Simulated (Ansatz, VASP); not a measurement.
Ni3Hg in VASP and in Ansatz

INCAR

```
SYSTEM = Ni3Hg
  ALGO = Normal
  EDIFF = 1E-6
  ENCUT = 520
  GGA = PS
  ISIF = 2
  ISMEAR = -1
  ISPIN = 2
  LASPH = .True.
  LCHARG = .False.
  LMAXMIX = 4
  LORBIT = 11
  LREAL = .False.
  LWAVE = .False.
  MAGMOM = 1.5 1.5 1.5 0
  NBANDS = 33
  NELM = 150
  PREC = Accurate
  SIGMA = 0.1
```

Contents of KPOINTS:

```
k-points
0
Gamma
  6 6 6
  0 0 0
```

File POSCAR:

```
Ni3Hg
1.0
    3.6771148609      0.0000000000      0.0000000000
    0.0000000000      3.6771148609      0.0000000000
    0.0000000000      0.0000000000      3.6771148609
Ni Hg
3 1
Direct
    0.0000000000      0.5000000000      0.5000000000
    0.5000000000      0.0000000000      0.5000000000
    0.5000000000      0.5000000000      0.0000000000
    0.0000000000      0.0000000000      0.0000000000
```

Input for Ansatz:

```yaml
crystal:
  lattice:
    - [3.677114860914488, 0.0, 0.0]
    - [0.0, 3.677114860914488, 0.0]
    - [0.0, 0.0, 3.677114860914488]
  atoms:
    - { symbol: Ni, position: [0.0, 0.5, 0.5], spin: 1.5 }
    - { symbol: Ni, position: [0.5, 0.0, 0.5], spin: 1.5 }
    - { symbol: Ni, position: [0.5, 0.5, 0.0], spin: 1.5 }
    - { symbol: Hg, position: [0.0, 0.0, 0.0] }
basis:
  ecutwfc: 476.19925930478996
kpoints:
  mp_grid:
    grid: [6, 6, 6]
hamiltonian:
  xc: pbesol
magnetization:
  spin_polarized: true
scf:
  max_iter: 55
  occupations:
    method: fermi_dirac
    width: 0.1
output:
  stress: true
```

Alike in both runs: task single point; functional PBEsol; k mesh 6 × 6 × 6; occupations fermi-dirac, width 0.1 eV; collinear spin.

|  | VASP | Ansatz |
| --- | --- | --- |
| version | VASP 6.6.1 | Ansatz 0.2.0 |
| potentials or method | VASP PAW PBE potentials, release 64 (Ni, Hg), cutoff 520 eV | plane waves, PAW |
| valence electrons in the cell | 42 | 74 |

VASP gave:

```
pressure (GPa)                                                : 3.1
net moment per atom (μB)                                      : 0.24
size of the moment on the site where the two differ most (μB) : 0.34
```

Q: Which values does Ansatz return?

A: Pressure (GPa): 1.8; net moment per atom (μB): 0.25; size of the moment on the site where the two differ most (μB): 0.36.

VASP's potentials were made for PBE, not for PBEsol. Site moments also hang on the region over which each program counts them. The functional is the same, so the differences come from potentials, cutoffs and numerics. VASP's potentials hold 42 valence electrons a cell and Ansatz's 74, so a difference there can come from the potentials and not from the codes.

Neither program's run includes spin-orbit coupling.
